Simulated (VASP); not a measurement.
A run of VASP 6.6.1 is set up as follows.

Contents of INCAR:

```
SYSTEM = MoS2
  PREC = Accurate
  ENCUT = 520
  EDIFF = 1E-7
  ISMEAR = -1
  SIGMA = 0.039
  LREAL = .False.
  LASPH = .True.
  NELM = 100
  ALGO = Normal
  ISIF = 2
  LWAVE = .False.
  LCHARG = .False.
  GGA = PS
  NBANDS = 20
```

The input KPOINTS:

```
regular mesh
0
Gamma
  6 6 6
  0 0 0
```

POSCAR

```
MoS2
1.0
    1.5875907325      0.9165959368      6.1939396414
   -1.5875907325      0.9165959368      6.1939396414
    0.0000000000     -1.8331918736      6.1939396414
Mo S
1 2
Direct
    0.0066297251      0.0031691355     -0.0111588997
    0.4161663256      0.3932466907      0.4444737584
    0.2306300070      0.2639062154      0.2555602056
```

Potentials or basis: VASP PAW PBE potentials, release 64 (Mo_sv, S).

Run with:

```console
$ cat potpaw_PBE.64/Mo_sv/POTCAR potpaw_PBE.64/S/POTCAR > POTCAR
$ mpirun -np 1 vasp_std > vasp.out
```

**Question.** Predict the pressure.

**Answer.** -2.5 GPa.

**Question.** What does it give for the largest force?

**Answer.** 1.548 eV/Å.

**Question.** What does it give for the band gap on the k mesh?

**Answer.** 0.84 eV (least direct gap 1.68 eV).

Stress tensor (GPa, compression positive):
```
-4.32 -0.35 -3.30
-0.35 -1.86  2.51
-3.30  2.51 -1.26
```

Caveat: the atoms stand as in a frame of molecular dynamics; the PAW data sets were made with another functional, which shifts forces and pressure a little. A k mesh can miss the band edges.
